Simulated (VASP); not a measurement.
# ScSi2 (P6/mmm) in VASP: single point with r2SCAN+D3(BJ)

Aim: the single point of ScSi2 with r2SCAN+D3(BJ).

Everything below comes from runs of VASP 6.6.1. Logs are shortened: lines on timing, memory, paths and dates and some standing lists are left out, and cuts for length are marked.

### 1 The cell of the first run

Symmetry: P6/mmm, No. 191, hexagonal system. The conventional cell has a = 3.660 Å, b = 3.660 Å, c = 3.870 Å, α = 90.00°, β = 90.00°, γ = 120.00°. Within 3.8 Å of Sc (site symmetry 6/mmm) lie 12 Si at 2.87 Å and 6 Sc at 3.66 Å. Within 2.8 Å of Si (site symmetry -6m2) lie 3 Si at 2.11 Å.

### 2 Single point, r2SCAN+D3(BJ), collinear spin, zero start

POSCAR

```
ScSi2
1.0
    3.6600000000      0.0000000000      0.0000000000
   -1.8300000000      3.1696530000      0.0000000000
    0.0000000000      0.0000000000      3.8700000000
Sc Si
1 2
Direct
    0.0000000000      0.0000000000      0.0000000000
    0.3333333333      0.6666666667      0.5000000000
    0.6666666667      0.3333333333      0.5000000000
```

INCAR.step1

```
PREC = Accurate
ENCUT = 520
ISMEAR = 1
SIGMA = 0.15
LREAL = F
LASPH = T
NELM = 150
ISPIN = 2
MAGMOM = 0 0 0
LMAXMIX = 4
NBANDS = 20
GGA = PE
ALGO = Normal
EDIFF = 1E-4
LWAVE = T
LCHARG = F
```

INCAR.step2

```
PREC = Accurate
ENCUT = 520
EDIFF = 1E-6
ISMEAR = 1
SIGMA = 0.15
LREAL = F
LASPH = T
NELM = 150
ALGO = Normal
ISIF = 2
LWAVE = F
LCHARG = F
ISPIN = 2
MAGMOM = 0 0 0
LORBIT = 11
LMAXMIX = 4
METAGGA = R2SCAN
LMIXTAU = T
IVDW = 12
VDW_S6 = 1.0
VDW_S8 = 0.78981345
VDW_A1 = 0.49484001
VDW_A2 = 5.73083694
NBANDS = 20
ISTART = 1
```

KPOINTS

```
Automatic mesh
0
Gamma
  7 7 6
```

Potentials or basis: VASP PAW PBE potentials, release 64 (Sc_sv, Si).

Command:

```bash
> cat potpaw_PBE.64/Sc_sv/POTCAR potpaw_PBE.64/Si/POTCAR > POTCAR
> cp INCAR.step1 INCAR
> mpirun -np 1 vasp_std > vasp.out
> cp INCAR.step2 INCAR
> mpirun -np 1 vasp_std > vasp.out
```

OUTCAR:

```text
PREC = Accurate
   ENCUT = 520
   EDIFF = 1E-6
   ISMEAR = 1
   LREAL = F
   LASPH = T
   NELM = 150
   ISIF = 2
   ISPIN = 2
   LORBIT = 11
   METAGGA = R2SCAN
   IVDW = 12
   ISTART = 1
 IVDW          = 12

 ion  position               nearest neighbor table
   1  0.000  0.000  0.000-   2 2.87   3 2.87   2 2.87   3 2.87   3 2.87   3 2.87   2 2.87   2 2.87
                             3 2.87   3 2.87   2 2.87   2 2.87
   2  0.333  0.667  0.500-   3 2.11   3 2.11   3 2.11   1 2.87   1 2.87   1 2.87   1 2.87   1 2.87
                             1 2.87
   3  0.667  0.333  0.500-   2 2.11   2 2.11   2 2.11   1 2.87   1 2.87   1 2.87   1 2.87   1 2.87
                             1 2.87

  LATTYP: Found a hexagonal cell.
 ALAT       =     3.6600000000
 C/A-ratio  =     1.0573770492

  Lattice vectors:

 A1 = (   3.6600000000,   0.0000000000,   0.0000000000)
 A2 = (  -1.8300000000,   3.1696530000,   0.0000000000)
 A3 = (   0.0000000000,   0.0000000000,   3.8700000000)

Analysis of symmetry for initial positions (statically):
=====================================================================
 Subroutine PRICEL returns:
 Original cell was already a primitive cell.

 Routine SETGRP: Setting up the symmetry group for a
 hexagonal supercell.

 Subroutine GETGRP returns: Found 24 space group operations
 (whereof 24 operations were pure point group operations)
 out of a pool of 24 trial point group operations.

The static configuration has the point symmetry D_6h.

Analysis of symmetry for dynamics (positions and initial velocities):
=====================================================================
 Subroutine PRICEL returns:
 Original cell was already a primitive cell.

 Routine SETGRP: Setting up the symmetry group for a
 hexagonal supercell.

 Subroutine GETGRP returns: Found 24 space group operations
 (whereof 24 operations were pure point group operations)
 out of a pool of 24 trial point group operations.

The dynamic configuration has the point symmetry D_6h.

Analysis of structural, dynamic, and magnetic symmetry:
=====================================================================
 Subroutine PRICEL returns:
 Original cell was already a primitive cell.

 Routine SETGRP: Setting up the symmetry group for a
 hexagonal supercell.

 Subroutine GETGRP returns: Found 24 space group operations
 (whereof 24 operations were pure point group operations)
 out of a pool of 24 trial point group operations.

The overall configuration has the point symmetry D_6h.

 Subroutine INISYM returns: Found 24 space group operations
 (whereof 24 operations are pure point group operations),
 and found     1 'primitive' translations

----------------------------------------------------------------------------------------

                                     Primitive cell

  volume of cell :      44.8956

  direct lattice vectors                    reciprocal lattice vectors
     3.660000000  0.000000000  0.000000000     0.273224044  0.157745974  0.000000000
    -1.830000000  3.169653000  0.000000000     0.000000000  0.315491948  0.000000000
     0.000000000  0.000000000  3.870000000     0.000000000  0.000000000  0.258397933

  length of vectors
     3.660000000  3.660000019  3.870000000     0.315491950  0.315491948  0.258397933

  position of ions in fractional coordinates (direct lattice)
     0.000000000  0.000000000  0.000000000
     0.333333333  0.666666667  0.500000000
     0.666666667  0.333333333  0.500000000

  ion indices of the primitive-cell ions
   primitive index   ion index
                 1           1
                 2           2
                 3           3

----------------------------------------------------------------------------------------

 KPOINTS: Automatic mesh

Automatic generation of k-mesh.
 Grid dimensions read from file:
 generate k-points for:    7    7    6

 Generating k-lattice:

  Cartesian coordinates                     Fractional coordinates (reciprocal lattice)
     0.039032006  0.022535139  0.000000000     0.142857143  0.000000000  0.000000000
     0.000000000  0.045070278  0.000000000     0.000000000  0.142857143  0.000000000
     0.000000000  0.000000000  0.043066322     0.000000000  0.000000000  0.166666667

  Length of vectors
     0.045070279  0.045070278  0.043066322

  Shift w.r.t. Gamma in fractional coordinates (k-lattice)
     0.000000000  0.000000000  0.000000000

 Subroutine IBZKPT returns following result:
 ===========================================

 Found     32 irreducible k-points:

 Following reciprocal coordinates:
            Coordinates               Weight
  0.000000  0.000000  0.000000      1.000000
  0.142857 -0.000000  0.000000      6.000000
  0.285714 -0.000000  0.000000      6.000000
  0.428571 -0.000000  0.000000      6.000000
  0.142857  0.142857  0.000000      6.000000
  0.285714  0.142857  0.000000     12.000000
[... 16 lines left out ...]
  0.428571  0.142857  0.333333     12.000000
  0.285714  0.285714  0.333333     12.000000
 [... further k-points ...]
   k-points           NKPTS =     32   k-points in BZ     NKDIM =     32   number of bands    NBANDS=     20
   number of dos      NEDOS =    301   number of ions     NIONS =      3
   total plane-waves  NPLWV =  23520
   dimension x,y,z NGX =    28 NGY =   28 NGZ =   30
   dimension x,y,z NGXF=    56 NGYF=   56 NGZF=   60
   ions per type =               1   2
   NGX,Y,Z   is equivalent  to a cutoff of  12.72, 12.72, 12.89 a.u.
   NGXF,Y,Z  is equivalent  to a cutoff of  25.44, 25.44, 25.77 a.u.
 SYSTEM =  unknown system
   PREC   = accura    normal or accurate (medium, high low for compatibility)
   ISTART =      1    job   : 0-new  1-cont  2-samecut
   ICHARG =      0    charge: 1-file 2-atom 10-const
   ISPIN  =      2    spin polarized calculation?
   LNONCOLLINEAR =      F non collinear calculations
   LSORBIT =      F    spin-orbit coupling
   LASPH  =      T    aspherical Exc in radial PAW
   ENCUT  =  520.0 eV  38.22 Ry    6.18 a.u.   6.81  6.81  7.20*2*pi/ulx,y,z
   NELM   =    150;   NELMIN=  2; NELMDL=  0     # of ELM steps
   EDIFF  = 0.1E-05   stopping-criterion for ELM
   LREAL  =      F    real-space projection
   EDIFFG = 0.1E-04   stopping-criterion for IOM
   NSW    =      0    number of steps for IOM
   IBRION =     -1    ionic relax: 0-MD 1-quasi-New 2-CG
   NFREE  =      0    steps in history (QN), initial steepest desc. (CG)
   ISIF   =      2    stress and relaxation
   ISYM   =      2    0-nonsym 1-usesym 2-fastsym
   POTIM  = 0.5000    time-step for ionic-motion
   TEBEG  =    0.0;   TEEND  =   0.0 temperature during run
   PSTRESS=    0.0 pullay stress
   NELECT =      19.0000    total number of electrons
   NUPDOWN=      -1.0000    fix difference up-down
   EMIN   =  10.00;   EMAX   =-10.00  energy-range for DOS
   EFERMI =   0.00;   METHOD = LEGACY
   ISMEAR =     1;   SIGMA  =   0.15  broadening in eV -4-tet -1-fermi 0-gaus
   EFERMI_NEDOS =   21; number of points for ismear=-14 and -15
   IALGO  =     38    algorithm
   IMIX   =      4    mixing-type and parameters
     AMIX     =   0.40;   BMIX     =  1.00
     AMIX_MAG =   1.60;   BMIX_MAG =  1.00
  volume/ion in A,a.u.               =      14.97       100.99
  Fermi-wavevector in a.u.,A,eV,Ry     =   1.229112  2.322685 20.554542  1.510716
  Thomas-Fermi vector in A             =   2.364012
   LORBIT       =     11    0 simple, 1 ext, 2 COOP (PROOUT), +10 PAW based schemes
   METAGGA = R2SCAN    functional components
   LHFCALC =     F    Hartree Fock is set to
   AEXX    =    0.0000 exact exchange contribution
   IVDW    =    12    specifies the selected vdW correction
   LEPSILON=     F    determine dielectric tensor
   LRPA    =     F    only Hartree local field effects (RPA)
 spin polarized calculation
 Methfessel and Paxton  Order N= 1 SIGMA  =   0.15
  energy-cutoff  :      520.00
  volume of cell :       44.90
 maximum number of plane-waves:      1226
 NGX is ok and might be reduce to    28
   NGX = 13   NGY = 13   NGZ = 15

 number of electron      19.0000001 magnetization      -0.0000000

 number of electron      19.0000001 magnetization       0.0000000

 Free energy of the ion-electron system (eV)
  ---------------------------------------------------
  ext. energy  EPLUGINS =         0.00000000
  ---------------------------------------------------
  free energy    TOTEN  =       -29.27154012 eV

  energy without entropy =      -29.27239829  energy(sigma->0) =      -29.27182618

 E-fermi :   9.3981     XC(G=0): -11.9056

 val. band max:        9.3771382255   @ k =   0.1429   0.1429   0.3333
 cond. band min:       9.4778246578   @ k =   0.1429  -0.0000   0.5000
 fundamental gap:      0.1006864323
 Fermi energy:         9.3980692400

 spin component 1

 k-point     1 :       0.0000    0.0000    0.0000
  band No.  band energies     occupation
      1     -42.4381      1.00000
      2     -20.1791      1.00000
      3     -20.1052      1.00000
      4     -20.1052      1.00000
      5      -5.3296      1.00000
      6       5.4225      1.00000
[... 12 lines left out ...]
     19      17.7300      0.00000
[... 513 lines left out ...]
      4     -20.1682      1.00000
      5      -1.7732      1.00000
      6      -0.2576      1.00000
[... 12 lines left out ...]
     19      20.2121      0.00000
     20      20.5151      0.00000

 [... further k-points ...]

 spin component 2

 k-point     1 :       0.0000    0.0000    0.0000
  band No.  band energies     occupation
      1     -42.4381      1.00000
      2     -20.1791      1.00000
      3     -20.1052      1.00000
      4     -20.1052      1.00000
      5      -5.3296      1.00000
      6       5.4225      1.00000
[... 12 lines left out ...]
     19      17.7300      0.00000
[... 513 lines left out ...]
      4     -20.1682      1.00000
      5      -1.7732      1.00000
      6      -0.2576      1.00000
[... 12 lines left out ...]
     19      20.2121      0.00000
     20      20.5151      0.00000

 [... further k-points ...]

------------------------ aborting loop because EDIFF is reached ----------------------------------------

 Edisp (eV)   -0.69084

 E8    (eV) :    -0.2393

  FORCE on cell =-STRESS in cart. coord.  units (eV):
  Direction    XX          YY          ZZ          XY          YZ          ZX
  --------------------------------------------------------------------------------------
  -------------------------------------------------------------------------------------
  Total       9.42143     9.42143    -0.39211     0.00000     0.00000     0.00000
  in kB     336.22006   336.22006   -13.99315     0.00000     0.00000     0.00000
  external pressure =      219.48 kB  Pullay stress =        0.00 kB

 VOLUME and BASIS-vectors are now :
 -----------------------------------------------------------------------------
  energy-cutoff  :      520.00
  volume of cell :       44.90
      direct lattice vectors                 reciprocal lattice vectors
     3.660000000  0.000000000  0.000000000     0.273224044  0.157745974  0.000000000
    -1.830000000  3.169653000  0.000000000     0.000000000  0.315491948  0.000000000
     0.000000000  0.000000000  3.870000000     0.000000000  0.000000000  0.258397933

 POSITION                                       TOTAL-FORCE (eV/Angst)
 -----------------------------------------------------------------------------------
      0.00000      0.00000      0.00000         0.000000      0.000000      0.000000
     -0.00000      2.11310      1.93500         0.000000      0.000000      0.000000
      1.83000      1.05655      1.93500        -0.000000     -0.000000      0.000000
 -----------------------------------------------------------------------------------
    total drift:                               -0.000000      0.000000      0.000000

  FREE ENERGIE OF THE ION-ELECTRON SYSTEM (eV)
  ---------------------------------------------------
  free  energy   TOTEN  =       -29.9623759873 eV

  energy  without entropy=      -29.9632341592  energy(sigma->0) =      -29.96266204

 total charge

# of ion       s       p       d       tot
------------------------------------------
    1        2.146   6.127   1.237   9.509
    2        0.752   1.128   0.000   1.880
    3        0.752   1.128   0.000   1.880
--------------------------------------------------
tot          3.650   8.383   1.237  13.270

 magnetization (x)

# of ion       s       p       d       tot
------------------------------------------
    1       -0.000  -0.000   0.000   0.000
    2       -0.000   0.000   0.000   0.000
    3       -0.000   0.000   0.000   0.000
--------------------------------------------------
tot         -0.000   0.000   0.000   0.000
```

Run time: 3.4 min. Hardware: 1 thread of Intel Xeon Platinum 8259CL at 2.50GHz (Skylake/Cascade Lake), shared host; peak memory 0.22 GiB.

Results:

| Property | Result |
| --- | --- |
| Free energy | -29.9624 eV |
| Pressure | 21.9 GPa |
| Net moment | 0.00 μB per cell |
| Valence electrons inside the program's atomic spheres | Sc 9.51; Si 1.88 |
| Dispersion energy per atom | -0.230 eV |

Stress tensor (GPa, compression positive):
```
33.62  0.00  0.00
 0.00 33.62  0.00
 0.00  0.00 -1.40
```

Caveat: three body term missing; the PAW data sets were made with another functional, which shifts forces and pressure a little; pairwise dispersion overbinds metals, which lowers pressure and volume.
